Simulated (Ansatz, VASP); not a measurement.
## NaF in VASP and in Ansatz

Contents of POSCAR:

```
NaF
1.0
    2.3200000000      2.3200000000      0.0000000000
   -2.3200000000      2.3200000000      0.0000000000
    0.0000000000      2.3200000000      2.3200000000
Na F
1 1
Direct
    0.0000000000      0.0000000000      0.0000000000
    0.5000000000      0.5000000000      0.0000000000
```

File INCAR.step1:

```
PREC = Accurate
ENCUT = 970
ISMEAR = -1
SIGMA = 0.05
LREAL = F
LASPH = T
NELM = 120
GGA = PE
ALGO = Normal
EDIFF = 1E-5
LWAVE = T
LCHARG = F
GGA_COMPAT = F
IBRION = 2
ISIF = 3
EDIFFG = -0.005
NELMIN = 4
NSW = 100
```

Contents of INCAR.step2:

```
PREC = Accurate
ENCUT = 970
EDIFF = 1E-7
ISMEAR = -1
SIGMA = 0.05
LREAL = F
LASPH = T
NELM = 120
ALGO = Normal
ISIF = 3
LWAVE = F
LCHARG = F
METAGGA = R2SCAN
LMIXTAU = T
IBRION = 2
NSW = 100
EDIFFG = -0.002
ISTART = 1
GGA_COMPAT = F
NELMIN = 4
```

File KPOINTS:

```
Automatic mesh
0
Gamma
  12 12 12
```

Input for Ansatz:

```yaml
crystal:
  lattice:
    - [2.32, 2.32, 0.0]
    - [-2.32, 2.32, 0.0]
    - [0.0, 2.32, 2.32]
  atoms:
    - { symbol: Na, position: [0.0, 0.0, 0.0] }
    - { symbol: F, position: [0.5, 0.5, 0.0] }
kpoints:
  mp_grid: { grid: [12, 12, 12] }
scf:
  occupations: { method: fermi_dirac, width: 0.05 }
hamiltonian:
  xc: r2scan
  pseudopotentials: { kind: paw }
relax:
  f_tol: 0.002
  max_steps: 80
  cell: {}
output:
  forces: true
  stress: true
```

Alike in both runs: task relaxation of cell and atoms; functional r2SCAN; k mesh 12 × 12 × 12; occupations fermi-dirac, width 0.05 eV; no spin polarisation.

|  | VASP | Ansatz |
| --- | --- | --- |
| version | VASP 6.6.1 | Ansatz 0.2.0 |
| potentials or method | VASP PAW PBE potentials, release 64 (Na_sv, F) | PAW with Ansatz's default frozen-core files, scalar-relativistic |
| plane-wave cutoff (eV) | 970 | 500 |
| valence electrons in the cell | 16 | 16 |

VASP gave:

| Quantity | Value |
| --- | --- |
| relaxed volume (Å³/atom) | 12.00 |
| relaxed length of the cell vector where the two differ most in proportion (Å) | 3.237 |

**Question.** Estimate Ansatz's values.

**Answer.** Relaxed volume (Å³/atom): 12.12; relaxed length of the cell vector where the two differ most in proportion (Å): 3.249.

VASP's potentials were made for PBE, not for r2SCAN.
